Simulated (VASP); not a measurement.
Write the native input for VASP 6.6.1 that does the following.

```
Task                   : single point
Functional             : PBE
Potentials or basis    : VASP PAW PBE potentials, release 64 (Hg, Te)
Cutoff                 : 520 eV
k mesh                 : 9 × 9 × 9
Occupations            : fermi-dirac, width 0.05 eV
Spin                   : no spin polarisation
Dipole correction      : no
Further INCAR settings : ALGO = Normal; EDIFF = 1e-07; NBANDS = 16
```

The structure of HgTe lies in POSCAR:

```
HgTe
1.0
    0.0000000000      3.2235000000      3.2235000000
    3.2235000000      0.0000000000      3.2235000000
    3.2235000000      3.2235000000      0.0000000000
Hg Te
1 1
Direct
    0.0000000000      0.0000000000      0.0000000000
    0.7500000000      0.7500000000      0.7500000000
```

One way to write it, as run:

INCAR

```
PREC = Accurate
ENCUT = 520
EDIFF = 1E-7
ISMEAR = -1
SIGMA = 0.05
LREAL = False
LASPH = True
NELM = 80
ALGO = Normal
ISIF = 2
LWAVE = False
LCHARG = False
GGA = PE
NBANDS = 16
```

KPOINTS

```
Automatic mesh
0
Gamma
  9 9 9
```

Potentials or basis: VASP PAW PBE potentials, release 64 (Hg, Te).

Command:

```sh
$ cat potpaw_PBE.64/Hg/POTCAR potpaw_PBE.64/Te/POTCAR > POTCAR
$ mpirun -np 1 vasp_std > vasp.out
```

Results of the run:

The pressure is 4.2 GPa and the band gap on the k mesh is zero (filled and empty bands touch).

Caveat: spin-orbit coupling is left out, which moves the levels of the heavy elements.

Run time: 35 s on 1 thread of Intel(R) Xeon(R) Platinum 8488C (Sapphire Rapids), with other jobs on the host, peak memory 0.22 GiB.
